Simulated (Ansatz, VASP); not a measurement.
## Two plane-wave programs on AlN

POSCAR

```
AlN
1.0
    3.3465537879      0.0000000000      0.0000000000
   -1.6732768940      2.8982005955      0.0000000000
    0.0000000000      0.0000000000      4.2902592314
Al N
2 2
Direct
    0.3333333333      0.6666666667      0.0016929024
    0.6666666667      0.3333333333      0.5016929024
    0.3333333333      0.6666666667      0.3833070976
    0.6666666667      0.3333333333      0.8833070976
```

Contents of INCAR.step1:

```
PREC     = Accurate       # precision mode
ENCUT    = 520            # plane-wave cutoff, eV
ISMEAR   = 0              # smearing method
SIGMA    = 0.05           # smearing width, eV
LREAL    = F              # projectors in reciprocal space
LASPH    = T              # aspherical terms in the spheres
NELM     = 60             # most SCF steps
NBANDS   = 16             # bands
GGA      = PE             # functional
ALGO     = Normal         # electronic algorithm
EDIFF    = 1E-4           # SCF threshold, eV
LWAVE    = T              # write WAVECAR
LCHARG   = F              # write CHGCAR
```

INCAR.step2

```
PREC     = Accurate       # precision mode
ENCUT    = 520            # plane-wave cutoff, eV
EDIFF    = 1E-6           # SCF threshold, eV
ISMEAR   = 0              # smearing method
SIGMA    = 0.05           # smearing width, eV
LREAL    = F              # projectors in reciprocal space
LASPH    = T              # aspherical terms in the spheres
NELM     = 60             # most SCF steps
ALGO     = Normal         # electronic algorithm
ISIF     = 2              # what is computed and relaxed
LWAVE    = F              # write WAVECAR
LCHARG   = T              # write CHGCAR
METAGGA  = R2SCAN         # meta-GGA
LMIXTAU  = T            
LELF     = T              # ELF
LVHAR    = T            
NBANDS   = 16             # bands
ISTART   = 1
```

File KPOINTS:

```
Automatic mesh
0
Gamma
  12 12 6
```

Input for Ansatz:

```yaml
crystal:
  lattice:
    - [3.3465537879, 0.0, 0.0]
    - [-1.673276894, 2.8982005955, 0.0]
    - [0.0, 0.0, 4.2902592314]
  atoms:
    - { symbol: Al, position: [0.3333333333, 0.6666666667, 0.0016929024] }
    - { symbol: Al, position: [0.6666666667, 0.3333333333, 0.5016929024] }
    - { symbol: "N", position: [0.3333333333, 0.6666666667, 0.3833070976] }
    - { symbol: "N", position: [0.6666666667, 0.3333333333, 0.8833070976] }
basis:
  ecutwfc: 500
kpoints:
  mp_grid: { grid: [12, 12, 6] }
hamiltonian:
  xc: r2scan
scf:
  occupations: { method: gaussian, width: 0.05 }
output:
  forces: true
  stress: true
  eigenvalues: true
  write_density: true
  write_potential: true
  elf: true
  volumetric_format: npy
```

Alike in both runs: task single point; functional r2SCAN; k mesh 12 × 12 × 6; occupations gaussian, width 0.05 eV; no spin polarisation.

```csv
,VASP,Ansatz
version,VASP 6.6.1,Ansatz 0.2.0
potentials or method,"VASP PAW PBE potentials, release 64 (Al, N), cutoff 520 eV","scalar-relativistic, plane waves, PAW"
valence electrons in the cell,16,16
```

VASP gave:

* gap on the k mesh at the Fermi level (eV): 4.37
* least direct gap on the mesh (eV): 4.39
* pressure (GPa): 12.3
* traceless stress, the component that is largest in VASP (GPa): 70.75
* rms of the force components (eV/Å): 3.551

Problem. Estimate Ansatz's values.

Solution. gap on the k mesh at the Fermi level (eV): 4.35; least direct gap on the mesh (eV): 4.38; pressure (GPa): 12.4; traceless stress, the component that is largest in VASP (GPa): 69.62; rms of the force components (eV/Å): 3.485.

VASP's potentials were made for PBE, not for r2SCAN. Atom by atom the forces differ by 0.067 eV/Å (rms over components).
